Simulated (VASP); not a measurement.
# C (R-3m) in VASP: a series of runs

Runs on C. Level: PBE. Tasks: single point.

Everything below comes from runs of VASP 6.6.1. Logs are shortened: lines on timing, memory, paths and dates and some standing lists are left out, and cuts for length are marked.

## 1. The cell of the first run

Symmetry: R-3m, No. 166, trigonal system. The conventional cell has a = 5.137 Å, b = 5.137 Å, c = 23.978 Å, α = 90.00°, β = 90.00°, γ = 120.00°. C (site symmetry m) has 3 C at 1.34 to 1.41 Å within 1.8 Å. C (site symmetry m) has 2 C at 1.35 Å within 1.8 Å.

## 2. Single point, PBE

Input file INCAR:

```
PREC     = Accurate       # precision mode
ENCUT    = 520            # plane-wave cutoff, eV
EDIFF    = 1E-6           # SCF threshold, eV
ISMEAR   = 0              # smearing method
SIGMA    = 0.1            # smearing width, eV
LREAL    = False          # projectors in reciprocal space
LASPH    = True           # aspherical terms in the spheres
NELM     = 80             # most SCF steps
ALGO     = Normal         # electronic algorithm
ISIF     = 2              # what is computed and relaxed
LWAVE    = False          # write WAVECAR
LCHARG   = True           # write CHGCAR
GGA      = PE             # functional
LELF     = True           # ELF
LVHAR    = True         
NBANDS   = 36             # bands
```

Input file KPOINTS:

```
Automatic mesh
0
Gamma
  9 9 9
```

Input file POSCAR:

```
C
1.0
    2.5684879693      1.4829172205      7.9925738237
   -2.5684879693      1.4829172205      7.9925738237
    0.0000000000     -2.9658344410      7.9925738237
C
12
Direct
    0.9246164369      0.6508457639      0.9246164369
    0.9246164369      0.9246164369      0.6508457639
    0.6508457639      0.9246164369      0.9246164369
    0.0753835631      0.3491542361      0.0753835631
    0.3491542361      0.0753835631      0.0753835631
    0.0753835631      0.0753835631      0.3491542361
    0.1512202827      0.6974524567      0.1512202827
    0.1512202827      0.1512202827      0.6974524567
    0.6974524567      0.1512202827      0.1512202827
    0.8487797173      0.3025475433      0.8487797173
    0.3025475433      0.8487797173      0.8487797173
    0.8487797173      0.8487797173      0.3025475433
```

Potentials or basis: VASP PAW PBE potentials, release 64 (C).

The run is started by

```console
$ cat potpaw_PBE.64/C/POTCAR > POTCAR
$ mpirun -np 1 vasp_std > vasp.out
```

OUTCAR:

```text
PREC = Accurate
   ENCUT = 520
   EDIFF = 1E-6
   ISMEAR = 0
   LREAL = False
   LASPH = True
   NELM = 80
   ISIF = 2
   GGA = PE

 ion  position               nearest neighbor table
   1  0.925  0.651  0.925-   4 1.34   3 1.41   2 1.41
   2  0.925  0.925  0.651-   6 1.34   3 1.41   1 1.41
   3  0.651  0.925  0.925-   5 1.34   1 1.41   2 1.41
   4  0.075  0.349  0.075-   1 1.34   5 1.41   6 1.41
   5  0.349  0.075  0.075-   3 1.34   4 1.41   6 1.41
   6  0.075  0.075  0.349-   2 1.34   4 1.41   5 1.41
   7  0.151  0.697  0.151-  12 1.35  11 1.35
   8  0.151  0.151  0.697-  10 1.35  11 1.35
   9  0.697  0.151  0.151-  12 1.35  10 1.35
  10  0.849  0.303  0.849-   8 1.35   9 1.35
  11  0.303  0.849  0.849-   8 1.35   7 1.35
  12  0.849  0.849  0.303-   7 1.35   9 1.35

  LATTYP: Found a trigonal (rhomboedric) cell.
 ALAT       =     8.5251047066
 COS(alpha) =     0.8184544434

  Lattice vectors:

 A1 = (   2.5684879693,   1.4829172205,   7.9925738237)
 A2 = (  -2.5684879693,   1.4829172205,   7.9925738237)
 A3 = (   0.0000000000,  -2.9658344410,   7.9925738237)

Analysis of symmetry for initial positions (statically):
=====================================================================
 Subroutine PRICEL returns:
 Original cell was already a primitive cell.

 Routine SETGRP: Setting up the symmetry group for a
 trigonal (rhombohedral) supercell.

 Subroutine GETGRP returns: Found 12 space group operations
 (whereof 12 operations were pure point group operations)
 out of a pool of 12 trial point group operations.

The static configuration has the point symmetry D_3d.

Analysis of symmetry for dynamics (positions and initial velocities):
=====================================================================
 Subroutine PRICEL returns:
 Original cell was already a primitive cell.

 Routine SETGRP: Setting up the symmetry group for a
 trigonal (rhombohedral) supercell.

 Subroutine GETGRP returns: Found 12 space group operations
 (whereof 12 operations were pure point group operations)
 out of a pool of 12 trial point group operations.

The dynamic configuration has the point symmetry D_3d.

 Subroutine INISYM returns: Found 12 space group operations
 (whereof 12 operations are pure point group operations),
 and found     1 'primitive' translations

----------------------------------------------------------------------------------------

                                     Primitive cell

  volume of cell :     182.6553

  direct lattice vectors                    reciprocal lattice vectors
     2.568487969  1.482917221  7.992573824     0.194667059  0.112391079  0.041705381
    -2.568487969  1.482917221  7.992573824    -0.194667059  0.112391079  0.041705381
     0.000000000 -2.965834441  7.992573824     0.000000000 -0.224782158  0.041705381

  length of vectors
     8.525104707  8.525104707  8.525104707     0.228618366  0.228618366  0.228618366

  position of ions in fractional coordinates (direct lattice)
     0.924616437  0.650845764  0.924616437
     0.924616437  0.924616437  0.650845764
     0.650845764  0.924616437  0.924616437
     0.075383563  0.349154236  0.075383563
     0.349154236  0.075383563  0.075383563
     0.075383563  0.075383563  0.349154236
     0.151220283  0.697452457  0.151220283
     0.151220283  0.151220283  0.697452457
     0.697452457  0.151220283  0.151220283
     0.848779717  0.302547543  0.848779717
     0.302547543  0.848779717  0.848779717
     0.848779717  0.848779717  0.302547543

  ion indices of the primitive-cell ions
   primitive index   ion index
                 1           1
                 2           2
                 3           3
                 4           4
                 5           5
                 6           6
                 7           7
                 8           8
                 9           9
                10          10
                11          11
                12          12

----------------------------------------------------------------------------------------

 KPOINTS: Automatic mesh

Automatic generation of k-mesh.
 Grid dimensions read from file:
 generate k-points for:    9    9    9

 Generating k-lattice:

  Cartesian coordinates                     Fractional coordinates (reciprocal lattice)
     0.021629673  0.012487898  0.004633931     0.111111111 -0.000000000 -0.000000000
    -0.021629673  0.012487898  0.004633931    -0.000000000  0.111111111 -0.000000000
     0.000000000 -0.024975795  0.004633931    -0.000000000 -0.000000000  0.111111111

  Length of vectors
     0.025402041  0.025402041  0.025402041

  Shift w.r.t. Gamma in fractional coordinates (k-lattice)
     0.000000000  0.000000000  0.000000000

 Subroutine IBZKPT returns following result:
 ===========================================

 Found     85 irreducible k-points:

 Following reciprocal coordinates:
            Coordinates               Weight
  0.000000  0.000000  0.000000      1.000000
  0.111111  0.000000  0.000000      6.000000
  0.222222 -0.000000  0.000000      6.000000
  0.333333  0.000000  0.000000      6.000000
  0.444444 -0.000000  0.000000      6.000000
  0.111111  0.111111  0.000000      6.000000
[... 16 lines left out ...]
 -0.333333  0.333333  0.000000      6.000000
  0.444444  0.444444  0.000000      6.000000
 [... further k-points ...]
   k-points           NKPTS =     85   k-points in BZ     NKDIM =     85   number of bands    NBANDS=     36
   number of dos      NEDOS =    301   number of ions     NIONS =     12
   total plane-waves  NPLWV = 262144
   dimension x,y,z NGX =    64 NGY =   64 NGZ =   64
   dimension x,y,z NGXF=   128 NGYF=  128 NGZF=  128
   ions per type =              12
   NGX,Y,Z   is equivalent  to a cutoff of  12.48, 12.48, 12.48 a.u.
   NGXF,Y,Z  is equivalent  to a cutoff of  24.96, 24.96, 24.96 a.u.
 SYSTEM =  unknown system
   PREC   = accura    normal or accurate (medium, high low for compatibility)
   ISTART =      0    job   : 0-new  1-cont  2-samecut
   ICHARG =      2    charge: 1-file 2-atom 10-const
   ISPIN  =      1    spin polarized calculation?
   LNONCOLLINEAR =      F non collinear calculations
   LSORBIT =      F    spin-orbit coupling
   LASPH  =      T    aspherical Exc in radial PAW
   ENCUT  =  520.0 eV  38.22 Ry    6.18 a.u.  15.85 15.85 15.85*2*pi/ulx,y,z
   NELM   =     80;   NELMIN=  2; NELMDL= -5     # of ELM steps
   EDIFF  = 0.1E-05   stopping-criterion for ELM
   LREAL  =      F    real-space projection
   EDIFFG = 0.1E-04   stopping-criterion for IOM
   NSW    =      0    number of steps for IOM
   IBRION =     -1    ionic relax: 0-MD 1-quasi-New 2-CG
   NFREE  =      0    steps in history (QN), initial steepest desc. (CG)
   ISIF   =      2    stress and relaxation
   ISYM   =      2    0-nonsym 1-usesym 2-fastsym
   POTIM  = 0.5000    time-step for ionic-motion
   TEBEG  =    0.0;   TEEND  =   0.0 temperature during run
   PSTRESS=    0.0 pullay stress
   NELECT =      48.0000    total number of electrons
   NUPDOWN=      -1.0000    fix difference up-down
   EMIN   =  10.00;   EMAX   =-10.00  energy-range for DOS
   EFERMI =   0.00;   METHOD = LEGACY
   ISMEAR =     0;   SIGMA  =   0.10  broadening in eV -4-tet -1-fermi 0-gaus
   EFERMI_NEDOS =   21; number of points for ismear=-14 and -15
   IALGO  =     38    algorithm
   IMIX   =      4    mixing-type and parameters
     AMIX     =   0.40;   BMIX     =  1.00
     AMIX_MAG =   1.60;   BMIX_MAG =  1.00
  volume/ion in A,a.u.               =      15.22       102.72
  Fermi-wavevector in a.u.,A,eV,Ry     =   1.048603  1.981572 14.960536  1.099568
  Thomas-Fermi vector in A             =   2.183531
   LORBIT       =      0    0 simple, 1 ext, 2 COOP (PROOUT), +10 PAW based schemes
   GGA     = PE    functional components
   LHFCALC =     F    Hartree Fock is set to
   AEXX    =    0.0000 exact exchange contribution
   IVDW    =     0    specifies the selected vdW correction
   LEPSILON=     F    determine dielectric tensor
   LRPA    =     F    only Hartree local field effects (RPA)
 non-spin polarized calculation
 Gauss-broadening in eV      SIGMA  =   0.10
  energy-cutoff  :      520.00
  volume of cell :      182.66
 maximum number of plane-waves:      4967
   NGX = 31   NGY = 31   NGZ = 31

 number of electron      48.0000002 magnetization

 Free energy of the ion-electron system (eV)
  ---------------------------------------------------
  ext. energy  EPLUGINS =         0.00000000
  ---------------------------------------------------
  free energy    TOTEN  =       -92.55034707 eV

  energy without entropy =      -92.52363866  energy(sigma->0) =      -92.53699286

 E-fermi :  -0.2851     XC(G=0):  -7.5842

 val. band max:       -0.3257443091   @ k =   0.3333   0.0000   0.0000
 cond. band min:      -0.2496561008   @ k =   0.1111   0.1111   0.0000
 fundamental gap:      0.0760882083
 Fermi energy:        -0.2850985360

 k-point     1 :       0.0000    0.0000    0.0000
  band No.  band energies     occupation
      1     -18.9840      2.00000
      2     -17.6205      2.00000
      3     -17.5184      2.00000
      4     -13.5670      2.00000
      5     -13.5670      2.00000
      6     -12.8253      2.00000
[... 28 lines left out ...]
     35       7.3349      0.00000
     36       7.3349      0.00000

 k-point     2 :       0.1111    0.0000    0.0000
  band No.  band energies     occupation
      1     -18.9531      2.00000
      2     -17.6019      2.00000
      3     -17.5713      2.00000
      4     -13.6390      2.00000
      5     -13.5869      2.00000
      6     -12.8414      2.00000
[... 28 lines left out ...]
     35       7.3760      0.00000
     36       7.3960      0.00000

 k-point     3 :       0.2222   -0.0000    0.0000
  band No.  band energies     occupation
      1     -18.8641      2.00000
      2     -17.7145      2.00000
      3     -17.5529      2.00000
      4     -13.8151      2.00000
      5     -13.6353      2.00000
      6     -12.8814      2.00000
[... 28 lines left out ...]
     35       7.5295      0.00000
     36       7.5569      0.00000

 k-point     4 :       0.3333    0.0000    0.0000
  band No.  band energies     occupation
      1     -18.7310      2.00000
      2     -17.9064      2.00000
      3     -17.4937      2.00000
      4     -14.0071      2.00000
      5     -13.6873      2.00000
      6     -12.9251      2.00000
[... 28 lines left out ...]
     35       7.7258      0.00000
     36       7.7532      0.00000

 k-point     5 :       0.4444   -0.0000    0.0000
  band No.  band energies     occupation
      1     -18.5992      2.00000
      2     -18.0750      2.00000
      3     -17.4528      2.00000
      4     -14.1293      2.00000
      5     -13.7197      2.00000
      6     -12.9527      2.00000
[... 655 lines left out ...]
 k-point    22 :      -0.4444    0.3333    0.0000
  band No.  band energies     occupation
      1     -18.5054      2.00000
      2     -18.1839      2.00000
      3     -17.4351      2.00000
      4     -14.0690      2.00000
      5     -13.8723      2.00000
      6     -13.0183      2.00000
[... 28 lines left out ...]
     35       7.5682      0.00000
     36       8.0171      0.00000

 k-point    23 :      -0.3333    0.3333    0.0000
  band No.  band energies     occupation
      1     -18.3493      2.00000
      2     -18.3492      2.00000
      3     -17.4240      2.00000
      4     -13.9953      2.00000
      5     -13.9951      2.00000
      6     -13.0414      2.00000
[... 28 lines left out ...]
     35       7.6928      0.00000
     36       7.9022      0.00000

 k-point    24 :       0.4444    0.4444    0.0000
  band No.  band energies     occupation
      1     -18.5990      2.00000
      2     -18.0752      2.00000
      3     -17.4530      2.00000
      4     -14.1292      2.00000
      5     -13.7202      2.00000
      6     -12.9520      2.00000
[... 28 lines left out ...]
     35       7.8555      0.00000
     36       7.8944      0.00000

 [... further k-points ...]
[... 5 lines left out ...]
  --------------------------------------------------------------------------------------
  -------------------------------------------------------------------------------------
  Total        0.3288543      0.3288543     -0.0088628      0.0000000      0.0000000     -0.0000000
  in kB        2.8845743      2.8845743     -0.0777406      0.0000000      0.0000000     -0.0000000
  external PRESSURE =       1.8971360 kB  Pullay stress =       0.0000000 kB

 VOLUME and BASIS-vectors are now :
 -----------------------------------------------------------------------------
  energy-cutoff  :      520.00
  volume of cell :      182.66
      direct lattice vectors                 reciprocal lattice vectors
     2.568487969  1.482917221  7.992573824     0.194667059  0.112391079  0.041705381
    -2.568487969  1.482917221  7.992573824    -0.194667059  0.112391079  0.041705381
     0.000000000 -2.965834441  7.992573824     0.000000000 -0.224782158  0.041705381

 POSITION                                       TOTAL-FORCE (eV/Angst)
 -----------------------------------------------------------------------------------
      0.70318     -0.40598     19.98206         0.087290     -0.050397      0.001321
      0.00000      0.81196     19.98206        -0.000000      0.100793      0.001321
     -0.70318     -0.40598     19.98206        -0.087290     -0.050397      0.001321
     -0.70318      0.40598      3.99566        -0.087290      0.050397     -0.001321
      0.70318      0.40598      3.99566         0.087290      0.050397     -0.001321
      0.00000     -0.81196      3.99566        -0.000000     -0.100793     -0.001321
     -1.40299      0.81002      7.99172         0.055456     -0.032018     -0.000025
      0.00000     -1.62003      7.99172        -0.000000      0.064035     -0.000025
      1.40299      0.81002      7.99172        -0.055456     -0.032018     -0.000025
      1.40299     -0.81002     15.98600        -0.055456      0.032018      0.000025
     -1.40299     -0.81002     15.98600         0.055456      0.032018      0.000025
      0.00000      1.62003     15.98600        -0.000000     -0.064035      0.000025
 -----------------------------------------------------------------------------------
    total drift:                               -0.000000      0.000000     -0.000000

  FREE ENERGIE OF THE ION-ELECTRON SYSTEM (eV)
  ---------------------------------------------------
  free  energy   TOTEN  =       -92.5503470663 eV

  energy  without entropy=      -92.5236386590  energy(sigma->0) =      -92.53699286
```

It took 14 min on 1 thread of Intel Xeon 6975P-C (Granite Rapids), shared host; peak memory 0.77 GiB.

What came out:

```yaml
Free_energy: -92.5503 eV
Pressure: 0.2 GPa
Largest_force: 0.101 eV/Å
Band_gap_on_the_k_mesh: zero (band 24 reaches -0.24 eV, above the bottom of band 25 at -0.38 eV)
```

Forces in eV/Å, atoms in the order of the input:
```
C    0.087 -0.050  0.001
C    0.000  0.101  0.001
C   -0.087 -0.050  0.001
C   -0.087  0.050 -0.001
C    0.087  0.050 -0.001
C    0.000 -0.101 -0.001
C    0.055 -0.032  0.000
C    0.000  0.064  0.000
C   -0.055 -0.032  0.000
C   -0.055  0.032  0.000
C    0.055  0.032  0.000
C    0.000 -0.064  0.000
```

Stress tensor (GPa, compression positive):
```
 0.29  0.00  0.00
 0.00  0.29  0.00
 0.00  0.00 -0.01
```

Levels at points of the mesh, in eV from the Fermi level:
```
           k point  band 22  band 23  band 24  band 25  band 26  band 27
(0.00, 0.00, 0.00)    -1.38    -0.09    -0.09     0.31     0.31     3.20
```

(Part 1 of 2 ends here.)
